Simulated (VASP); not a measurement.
Runs of VASP 6.6.1 on P. The structure is that of space group P4_122 (No. 91), or close to it. The cells are those of the table. 

```tsv
task	cell	k mesh	cutoff (eV)	gap on the mesh (eV)	pressure (GPa)	relaxed volume (Å³/atom)	largest force (eV/Å)
single point	a = 4.198, b = 4.198, c = 3.241 Å, 4 atoms	4 × 4 × 6	520	none	(b)	-	0.78
relaxation of cell and atoms	relaxed from a = 5.510, b = 5.510, c = 3.207 Å, 4 atoms	8 × 8 × 14	600	none	0.0	24.17	0.01
single point	a = 5.510, b = 5.510, c = 3.207 Å, 4 atoms	4 × 4 × 6	520	none	(a)	-	(c)
relaxation of cell and atoms	relaxed from a = 4.198, b = 4.198, c = 3.241 Å, 4 atoms	4 × 4 × 6	600	none	0.0	24.51	0.03
single point	a = 5.467, b = 5.467, c = 3.209 Å, 4 atoms	8 × 8 × 14	520	none	-0.2	-	0.08
```

Alike in all rows: level PBE; potentials or basis VASP PAW PBE potentials, release 64 (P); no spin polarisation; smearing gaussian 0.1 eV.

**Question.** Fill in the values left out.

**Answer.** (a) -0.1; (b) 26.7; (c) 0.07.

Caveats: some runs use coarse meshes; the volume moved by over 15 % at a fixed basis, so the end points are rough (some runs).

A gap of «none» marks levels without a gap at the run's occupations.
